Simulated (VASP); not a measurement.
**Te2Mo: single point with PBEsol**

Crystal: Te2Mo.

```
Te Mo
1.0
     3.49418    0.00000    0.00000
    -1.74709    3.02605    0.00000
     0.00000    0.00000   14.00563
Te Mo
4 2
Direct
  0.33333 0.66667 0.62112
  0.66667 0.33333 0.12112
  0.66667 0.33333 0.37888
  0.33333 0.66667 0.87888
  0.33333 0.66667 0.25000
  0.66667 0.33333 0.75000
```

```yaml
Program: VASP 6.6.1
Task: single point
Functional: PBEsol
Potentials_or_basis: VASP PAW PBE potentials, release 64 (Te, Mo_sv)
Cutoff: 520 eV
k_mesh: 12 × 12 × 2
Occupations: gaussian, width 0.02 eV
Spin: no spin polarisation
Dipole_correction: no
Further_INCAR_settings: ALGO = Normal; EDIFF = 1e-06; NBANDS = 35
```

- Pressure: 0.1 GPa
- Largest force: 0.033 eV/Å
- Band gap on the k mesh: 0.77 eV (least direct gap 1.09 eV)

Forces on the atoms (eV/Å):
```
Te   0.000  0.000 -0.033
Te   0.000  0.000 -0.033
Te   0.000  0.000  0.033
Te   0.000  0.000  0.033
Mo   0.000  0.000  0.000
Mo   0.000  0.000  0.000
```

Stress tensor (GPa, compression positive):
```
0.09 0.00 0.00
0.00 0.09 0.00
0.00 0.00 0.22
```

Levels at points of the mesh, in eV from the valence-band top:
```tsv
k point	band 22	band 23	band 24	band 25	band 26	band 27	band 28	band 29	band 30	band 31
(0.00, 0.00, 0.00)	-0.99	-0.96	-0.96	-0.35	0.00	3.04	3.04	3.16	3.16	3.27
(0.50, 0.00, 0.00)	-1.81	-1.00	-0.96	-0.51	-0.22	1.36	1.41	1.51	1.87	2.65
(0.00, 0.00, 0.50)	-0.98	-0.98	-0.98	-0.09	-0.09	3.07	3.07	3.07	3.07	3.42
(0.50, 0.00, 0.50)	-1.92	-0.96	-0.96	-0.37	-0.37	1.38	1.38	1.71	1.71	3.09
```

It took 4.4 min on 1 thread of Intel Xeon 8259CL (shared host), peak memory 0.38 GiB.

Caveat: semilocal functionals underestimate gaps, and a narrow one can read as zero; the PAW data sets were made with another functional, which shifts forces and pressure a little; spin-orbit coupling is left out, which moves the levels of the heavy elements; this functional lacks dispersion, which binds layers or chains, so the pressure and a relaxed spacing across them are unreliable. A k mesh can miss the band edges.
